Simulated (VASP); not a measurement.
# AgRh: single point with r2SCAN

AgRh:

```
Ag Rh
1.0
     2.72089    0.00000    0.00000
    -1.36044    2.35636    0.00000
     0.00000    0.00000    4.71044
Ag Rh
1 1
Direct
  0.00000 0.00000 0.50000
  0.66667 0.33333 0.00000
```

| Quantity | Value |
| --- | --- |
| Program | VASP 6.6.1 |
| Task | single point |
| Functional | r2SCAN |
| Potentials or basis | VASP PAW PBE potentials, release 64 (Ag_sv_GW, Rh_sv_GW) |
| Cutoff | 690 eV |
| k mesh | 11 × 11 × 6 |
| Occupations | fermi-dirac, width 0.05 eV |
| Spin | no spin polarisation |
| Dipole correction | no |
| Further INCAR settings | ALGO = Normal; EDIFF = 1e-06; NBANDS = 25 |

| Property | Result |
| --- | --- |
| Pressure | 3.8 GPa |
| Band gap on the k mesh | zero (bands 18 and 19 overlap by 1.55 eV) |

Stress tensor (GPa, compression positive):
```
4.36 0.00 0.00
0.00 4.36 0.00
0.00 0.00 2.57
```

Levels at points of the mesh, in eV from the Fermi level:
| k point | band 15 | band 16 | band 17 | band 18 | band 19 | band 20 | band 21 | band 22 |
| --- | --- | --- | --- | --- | --- | --- | --- | --- |
| (0.00, 0.00, 0.00) | -3.41 | -1.99 | -1.99 | 0.15 | 0.15 | 0.24 | 6.10 | 17.38 |
| (0.00, 0.00, 0.50) | -3.50 | -2.77 | -1.76 | -1.76 | 0.11 | 0.11 | 12.58 | 13.71 |

Run time: 2.7 min on 1 thread of Intel(R) Xeon(R) Platinum 8375C CPU @ 2.90GHz (Ice Lake) (shared host), peak memory 0.25 GiB.

Caveat: the cell stands under pressure; the PAW data sets were made with another functional, which shifts forces and pressure a little.
